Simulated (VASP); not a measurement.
Ge, 8 atoms in the cell. Symmetry: Ia-3, No. 206, cubic system. The conventional cell has a = 6.968 Å, b = 6.968 Å, c = 6.968 Å, α = 90.00°, β = 90.00°, γ = 90.00°. Within 3.2 Å of Ge (site symmetry 3) lie 4 Ge at 2.43 to 2.51 Å. 

```yaml
Program: VASP 6.6.1
Task: relaxation of cell and atoms
Functional: LDA
Potentials_or_basis: VASP PAW LDA potentials, release 64 (Ge_d)
Cutoff: 500 eV
k_mesh: 5 × 5 × 5
Occupations: methfessel-paxton, width 0.15 eV
Spin: no spin polarisation
Target_pressure: 2 GPa
Dipole_correction: no
Further_INCAR_settings: ALGO = Normal; EDIFF = 1e-07; IBRION = 2; EDIFFG = -0.005; NSW = 60; ISIF = 3
```

Potentials or basis: VASP PAW LDA potentials, release 64 (Ge_d).

Command:

```sh
$ cat potpaw_LDA.64/Ge_d/POTCAR > POTCAR
$ mpirun -np 1 vasp_std > vasp.out
```

Hardware: 1 thread of Intel(R) Xeon(R) Platinum 8259CL CPU @ 2.50GHz (Skylake/Cascade Lake), on a shared host.

**Question.** Estimate the wall time of this run.

**Answer.** Run time: 8.8 min on 1 thread of Intel(R) Xeon(R) Platinum 8259CL CPU @ 2.50GHz (Skylake/Cascade Lake) (shared host), peak memory 0.29 GiB. Counts: scf iterations 50, k points 11, ion steps 6.
